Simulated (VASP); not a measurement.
# Hf (P6_3/mmc) in VASP: a series of runs

Hf is run at these levels: PBE; tasks: single point.

All numbers are computed with VASP 6.6.1; they aren't measurements. Logs are shortened: lines on timing, memory, paths and dates and some standing lists are left out, and cuts for length are marked.

## 1. The cell of the first run

It takes space group P6_3/mmc (No. 194, hexagonal). Conventional cell: a = 3.175 Å, b = 3.175 Å, c = 5.024 Å, α = 90.00°, β = 90.00°, γ = 120.00°. Hf (site symmetry -6m2) has 12 Hf at 3.11 to 3.18 Å within 4.1 Å.

## 2. Single point, PBE (volume scaled by 0.98)

The input, INCAR:

```
ALGO = Normal
EDIFF = 1E-6
ENCUT = 520
GGA = PE
ISIF = 2
ISMEAR = -1
LASPH = T
LCHARG = T
LELF = T
LREAL = F
LVHAR = T
LWAVE = F
NBANDS = 17
NELM = 100
PREC = Accurate
SIGMA = 0.05
```

The input, KPOINTS:

```
k-points
0
Gamma
  13 13 7
```

The input, POSCAR:

```
Hf
1.0
    3.1752435252      0.0000000000      0.0000000000
   -1.5876217626      2.7498415561      0.0000000000
    0.0000000000      0.0000000000      5.0238540107
Hf
2
Direct
    0.3333333333      0.6666666667      0.2500000000
    0.6666666667      0.3333333333      0.7500000000
```

Potentials or basis: VASP PAW PBE potentials, release 64 (Hf_pv).

Command:

```bash
$ cat potpaw_PBE.64/Hf_pv/POTCAR > POTCAR
$ mpirun -np 1 vasp_std > vasp.out
```

OUTCAR:

```text
EDIFF = 1E-6
   ENCUT = 520
   GGA = PE
   ISIF = 2
   ISMEAR = -1
   LASPH = T
   LREAL = F
   NELM = 100
   PREC = Accurate

 ion  position               nearest neighbor table
   1  0.333  0.667  0.250-   2 3.11   2 3.11   2 3.11   2 3.11   2 3.11   2 3.11
   2  0.667  0.333  0.750-   1 3.11   1 3.11   1 3.11   1 3.11   1 3.11   1 3.11

  LATTYP: Found a hexagonal cell.
 ALAT       =     3.1752435252
 C/A-ratio  =     1.5821948682

  Lattice vectors:

 A1 = (   3.1752435252,   0.0000000000,   0.0000000000)
 A2 = (  -1.5876217626,   2.7498415561,   0.0000000000)
 A3 = (   0.0000000000,   0.0000000000,   5.0238540107)

Analysis of symmetry for initial positions (statically):
=====================================================================
 Subroutine PRICEL returns:
 Original cell was already a primitive cell.

 Routine SETGRP: Setting up the symmetry group for a
 hexagonal supercell.

 Subroutine GETGRP returns: Found 24 space group operations
 (whereof 12 operations were pure point group operations)
 out of a pool of 24 trial point group operations.

The static configuration has the point symmetry D_3d.
 The point group associated with its full space group is D_6h.

Analysis of symmetry for dynamics (positions and initial velocities):
=====================================================================
 Subroutine PRICEL returns:
 Original cell was already a primitive cell.

 Routine SETGRP: Setting up the symmetry group for a
 hexagonal supercell.

 Subroutine GETGRP returns: Found 24 space group operations
 (whereof 12 operations were pure point group operations)
 out of a pool of 24 trial point group operations.

The dynamic configuration has the point symmetry D_3d.
 The point group associated with its full space group is D_6h.

 Subroutine INISYM returns: Found 24 space group operations
 (whereof 12 operations are pure point group operations),
 and found     1 'primitive' translations

----------------------------------------------------------------------------------------

                                     Primitive cell

  volume of cell :      43.8654

  direct lattice vectors                    reciprocal lattice vectors
     3.175243525  0.000000000  0.000000000     0.314936474  0.181828658  0.000000000
    -1.587621763  2.749841556  0.000000000     0.000000000  0.363657316  0.000000000
     0.000000000  0.000000000  5.023854011     0.000000000  0.000000000  0.199050370

  length of vectors
     3.175243525  3.175243525  5.023854011     0.363657316  0.363657316  0.199050370

  position of ions in fractional coordinates (direct lattice)
     0.333333333  0.666666667  0.250000000
     0.666666667  0.333333333  0.750000000

  ion indices of the primitive-cell ions
   primitive index   ion index
                 1           1
                 2           2

----------------------------------------------------------------------------------------

 KPOINTS: k-points

Automatic generation of k-mesh.
 Grid dimensions read from file:
 generate k-points for:   13   13    7

 Generating k-lattice:

  Cartesian coordinates                     Fractional coordinates (reciprocal lattice)
     0.024225883  0.013986820  0.000000000     0.076923077  0.000000000  0.000000000
     0.000000000  0.027973640  0.000000000     0.000000000  0.076923077  0.000000000
     0.000000000  0.000000000  0.028435767     0.000000000  0.000000000  0.142857143

  Length of vectors
     0.027973640  0.027973640  0.028435767

  Shift w.r.t. Gamma in fractional coordinates (k-lattice)
     0.000000000  0.000000000  0.000000000

 Subroutine IBZKPT returns following result:
 ===========================================

 Found     84 irreducible k-points:

 Following reciprocal coordinates:
            Coordinates               Weight
  0.000000  0.000000  0.000000      1.000000
  0.076923  0.000000  0.000000      6.000000
  0.153846  0.000000  0.000000      6.000000
  0.230769  0.000000  0.000000      6.000000
  0.307692  0.000000  0.000000      6.000000
  0.384615 -0.000000  0.000000      6.000000
[... 16 lines left out ...]
  0.076923  0.000000  0.142857     12.000000
  0.153846  0.000000  0.142857     12.000000
 [... further k-points ...]
   k-points           NKPTS =     84   k-points in BZ     NKDIM =     84   number of bands    NBANDS=     17
   number of dos      NEDOS =    301   number of ions     NIONS =      2
   total plane-waves  NPLWV =  23040
   dimension x,y,z NGX =    24 NGY =   24 NGZ =   40
   dimension x,y,z NGXF=    48 NGYF=   48 NGZF=   80
   ions per type =               2
   NGX,Y,Z   is equivalent  to a cutoff of  12.57, 12.57, 13.24 a.u.
   NGXF,Y,Z  is equivalent  to a cutoff of  25.13, 25.13, 26.47 a.u.
 SYSTEM =  unknown system
   PREC   = accura    normal or accurate (medium, high low for compatibility)
   ISTART =      0    job   : 0-new  1-cont  2-samecut
   ICHARG =      2    charge: 1-file 2-atom 10-const
   ISPIN  =      1    spin polarized calculation?
   LNONCOLLINEAR =      F non collinear calculations
   LSORBIT =      F    spin-orbit coupling
   LASPH  =      T    aspherical Exc in radial PAW
   ENCUT  =  520.0 eV  38.22 Ry    6.18 a.u.   5.90  5.90  9.34*2*pi/ulx,y,z
   NELM   =    100;   NELMIN=  2; NELMDL= -5     # of ELM steps
   EDIFF  = 0.1E-05   stopping-criterion for ELM
   LREAL  =      F    real-space projection
   EDIFFG = 0.1E-04   stopping-criterion for IOM
   NSW    =      0    number of steps for IOM
   IBRION =     -1    ionic relax: 0-MD 1-quasi-New 2-CG
   NFREE  =      0    steps in history (QN), initial steepest desc. (CG)
   ISIF   =      2    stress and relaxation
   ISYM   =      2    0-nonsym 1-usesym 2-fastsym
   POTIM  = 0.5000    time-step for ionic-motion
   TEBEG  =    0.0;   TEEND  =   0.0 temperature during run
   PSTRESS=    0.0 pullay stress
   NELECT =      20.0000    total number of electrons
   NUPDOWN=      -1.0000    fix difference up-down
   EMIN   =  10.00;   EMAX   =-10.00  energy-range for DOS
   EFERMI =   0.00;   METHOD = LEGACY
   ISMEAR =    -1;   SIGMA  =   0.05  broadening in eV -4-tet -1-fermi 0-gaus
   EFERMI_NEDOS =   21; number of points for ismear=-14 and -15
   IALGO  =     38    algorithm
   IMIX   =      4    mixing-type and parameters
     AMIX     =   0.40;   BMIX     =  1.00
     AMIX_MAG =   1.60;   BMIX_MAG =  1.00
  volume/ion in A,a.u.               =      21.93       148.01
  Fermi-wavevector in a.u.,A,eV,Ry     =   1.260020  2.381093 21.601310  1.587652
  Thomas-Fermi vector in A             =   2.393551
   LORBIT       =      0    0 simple, 1 ext, 2 COOP (PROOUT), +10 PAW based schemes
   GGA     = PE    functional components
   LHFCALC =     F    Hartree Fock is set to
   AEXX    =    0.0000 exact exchange contribution
   IVDW    =     0    specifies the selected vdW correction
   LEPSILON=     F    determine dielectric tensor
   LRPA    =     F    only Hartree local field effects (RPA)
 non-spin polarized calculation
  energy-cutoff  :      520.00
  volume of cell :       43.87
 maximum number of plane-waves:      1194
 NGX is ok and might be reduce to    24
   NGX = 11   NGY = 11   NGZ = 19

 number of electron      19.9999999 magnetization

 Free energy of the ion-electron system (eV)
  ---------------------------------------------------
  ext. energy  EPLUGINS =         0.00000000
  ---------------------------------------------------
  free energy    TOTEN  =       -19.84743712 eV

  energy without entropy =      -19.83436597  energy(sigma->0) =      -19.84090154

 E-fermi :   5.0601     XC(G=0): -11.3738

 val. band max:        5.0561049352   @ k =   0.0000   0.0000   0.4286
 cond. band min:       5.0642801605   @ k =   0.3077   0.2308   0.4286
 fundamental gap:      0.0081752253
 Fermi energy:         5.0601373316

 k-point     1 :       0.0000    0.0000    0.0000
  band No.  band energies     occupation
      1     -26.0039      2.00000
      2     -25.2110      2.00000
      3     -25.2110      2.00000
      4     -25.0777      2.00000
      5     -25.0750      2.00000
      6     -25.0750      2.00000
[... 9 lines left out ...]
     16       7.7383      0.00000
     17      10.4981      0.00000

 k-point     2 :       0.0769    0.0000    0.0000
  band No.  band energies     occupation
      1     -25.9876      2.00000
      2     -25.2460      2.00000
      3     -25.2227      2.00000
      4     -25.1121      2.00000
      5     -25.0853      2.00000
      6     -25.0797      2.00000
[... 9 lines left out ...]
     16       7.5627      0.00000
     17      10.6420      0.00000

 k-point     3 :       0.1538    0.0000    0.0000
  band No.  band energies     occupation
      1     -25.9404      2.00000
      2     -25.3431      2.00000
      3     -25.2544      2.00000
      4     -25.2124      2.00000
      5     -25.1079      2.00000
      6     -25.0934      2.00000
[... 9 lines left out ...]
     16       7.7312      0.00000
     17      10.9518      0.00000

 k-point     4 :       0.2308    0.0000    0.0000
  band No.  band energies     occupation
      1     -25.8678      2.00000
      2     -25.4801      2.00000
      3     -25.3481      2.00000
      4     -25.2972      2.00000
      5     -25.1456      2.00000
      6     -25.1141      2.00000
[... 9 lines left out ...]
     16       8.4928      0.00000
     17      11.2564      0.00000
[... 343 lines left out ...]
      1     -25.9612      2.00000
      2     -25.2043      2.00000
      3     -25.2043      2.00000
      4     -25.1271      2.00000
      5     -25.0818      2.00000
      6     -25.0818      2.00000
[... 9 lines left out ...]
     16       8.0477      0.00000
     17      10.5781      0.00000

 k-point    23 :       0.0769    0.0000    0.1429
  band No.  band energies     occupation
      1     -25.9470      2.00000
      2     -25.2383      2.00000
      3     -25.2157      2.00000
      4     -25.1571      2.00000
      5     -25.0947      2.00000
      6     -25.0868      2.00000
[... 9 lines left out ...]
     16       7.9384      0.00000
     17      10.6949      0.00000

 k-point    24 :       0.1538    0.0000    0.1429
  band No.  band energies     occupation
      1     -25.9066      2.00000
      2     -25.3324      2.00000
      3     -25.2507      2.00000
      4     -25.2465      2.00000
      5     -25.1185      2.00000
      6     -25.1014      2.00000
[... 9 lines left out ...]
     16       7.9197      0.00000
     17      10.9402      0.00000

 [... further k-points ...]
[... 5 lines left out ...]
  --------------------------------------------------------------------------------------
  -------------------------------------------------------------------------------------
  Total        0.7341342      0.7341342      0.7065387      0.0000000      0.0000000      0.0000000
  in kB       26.8141689     26.8141689     25.8062449      0.0000000      0.0000000      0.0000000
  external PRESSURE =      26.4781942 kB  Pullay stress =       0.0000000 kB

 VOLUME and BASIS-vectors are now :
 -----------------------------------------------------------------------------
  energy-cutoff  :      520.00
  volume of cell :       43.87
      direct lattice vectors                 reciprocal lattice vectors
     3.175243525  0.000000000  0.000000000     0.314936474  0.181828658  0.000000000
    -1.587621763  2.749841556  0.000000000     0.000000000  0.363657316  0.000000000
     0.000000000  0.000000000  5.023854011     0.000000000  0.000000000  0.199050370

 POSITION                                       TOTAL-FORCE (eV/Angst)
 -----------------------------------------------------------------------------------
     -0.00000      1.83323      1.25596         0.000000      0.000000      0.000000
      1.58762      0.91661      3.76789        -0.000000     -0.000000      0.000000
 -----------------------------------------------------------------------------------
    total drift:                               -0.000000      0.000000     -0.000000

  FREE ENERGIE OF THE ION-ELECTRON SYSTEM (eV)
  ---------------------------------------------------
  free  energy   TOTEN  =       -19.8474371218 eV

  energy  without entropy=      -19.8343659658  energy(sigma->0) =      -19.84090154
```

Run time: 29 s. Hardware: 1 thread of AMD EPYC 9R45 (Zen 5), shared host; peak memory 0.16 GiB.

Results:

* Free energy: -19.8474 eV
* Pressure: 2.6 GPa
* Band gap on the k mesh: zero (band 10 reaches 6.24 eV, above the bottom of band 11 at 4.67 eV)

Stress tensor (GPa, compression positive):
```
2.68 0.00 0.00
0.00 2.68 0.00
0.00 0.00 2.58
```

Levels at points of the mesh, in eV from the Fermi level:
```csv
k point,band 8,band 9,band 10,band 11,band 12,band 13
"(0.00, 0.00, 0.00)",-3.77,0.71,1.18,1.18,1.47,2.03
```

Caveat: spin-orbit coupling is left out, which moves the levels of the heavy elements.

## 3. Single point, PBE (volume scaled by 0.98)

The input, INCAR:

```
SYSTEM = Hf
PREC = Accurate ; ENCUT = 520
EDIFF = 1E-6 ; ISMEAR = -1
SIGMA = 0.05 ; LREAL = .FALSE.
LASPH = .TRUE. ; NELM = 60
ALGO = Normal ; ISIF = 2
LWAVE = .FALSE. ; LCHARG = .FALSE.
GGA = PE ; NBANDS = 17
```

The input, KPOINTS:

```
Automatic mesh
0
G
  13 13 7
  0 0 0
```

POSCAR is that of step 2.

Potentials or basis: VASP PAW PBE potentials, release 64 (Hf_pv).

Command:

```bash
$ cat potpaw_PBE.64/Hf_pv/POTCAR > POTCAR
$ mpirun -np 1 vasp_std > vasp.out
```

Wall time 29 s (1 thread of AMD EPYC 9R45 (Zen 5), shared host); peak memory 0.16 GiB.

It converged, with:

| Quantity | Value |
| --- | --- |
| Free energy | -19.8474 eV |
| Pressure | 2.6 GPa |
| Band gap on the k mesh | zero (band 10 reaches 6.24 eV, above the bottom of band 11 at 4.67 eV) |

Stress tensor (GPa, compression positive):
```
2.68 0.00 0.00
0.00 2.68 0.00
0.00 0.00 2.58
```

Levels at points of the mesh, in eV from the Fermi level:
```csv
k point,band 7,band 8,band 9,band 10,band 11,band 12,band 13,band 14
"(0.00, 0.00, 0.00)",-7.45,-3.77,0.71,1.18,1.18,1.47,2.03,2.03
```

Caveat: spin-orbit coupling is left out, which moves the levels of the heavy elements.

## 4. Single point, PBE (volume scaled by 0.99)

The input, INCAR:

```
  ALGO = Normal
  EDIFF = 1E-6
  ENCUT = 520
  GGA = PE
  ISIF = 2
  ISMEAR = -1
  LASPH = True
  LCHARG = False
  LREAL = False
  LWAVE = False
  NBANDS = 17
  NELM = 80
  PREC = Accurate
  SIGMA = 0.05
```

The input, KPOINTS:

```
k-points
0
Gamma
  13 13 7
```

The input, POSCAR:

```
Hf
1.0
    3.1860071449      0.0000000000      0.0000000000
   -1.5930035725      2.7591631242      0.0000000000
    0.0000000000      0.0000000000      5.0408841546
Hf
2
Direct
    0.3333333333      0.6666666667      0.2500000000
    0.6666666667      0.3333333333      0.7500000000
```

Command:

```bash
$ cat potpaw_PBE.64/Hf_pv/POTCAR > POTCAR
$ mpirun -np 1 vasp_std > vasp.out
```

It took 30 s on 1 thread of AMD EPYC 9R45 (Zen 5), shared host; peak memory 0.16 GiB.

The run converged. Its results:

| Quantity | Value |
| --- | --- |
| Free energy | -19.8532 eV |
| Pressure | 1.5 GPa |
| Band gap on the k mesh | zero (band 10 reaches 6.17 eV, above the bottom of band 11 at 4.59 eV) |

Stress tensor (GPa, compression positive):
```
1.53 0.00 0.00
0.00 1.53 0.00
0.00 0.00 1.36
```

Levels at points of the mesh, in eV from the Fermi level:
| k point | band 6 | band 7 | band 8 | band 9 | band 10 | band 11 | band 12 | band 13 | band 14 | band 15 |
| --- | --- | --- | --- | --- | --- | --- | --- | --- | --- | --- |
| (0.00, 0.00, 0.00) | -30.17 | -7.42 | -3.74 | 0.67 | 1.18 | 1.18 | 1.46 | 2.01 | 2.01 | 2.66 |

Caveat: spin-orbit coupling is left out, which moves the levels of the heavy elements.
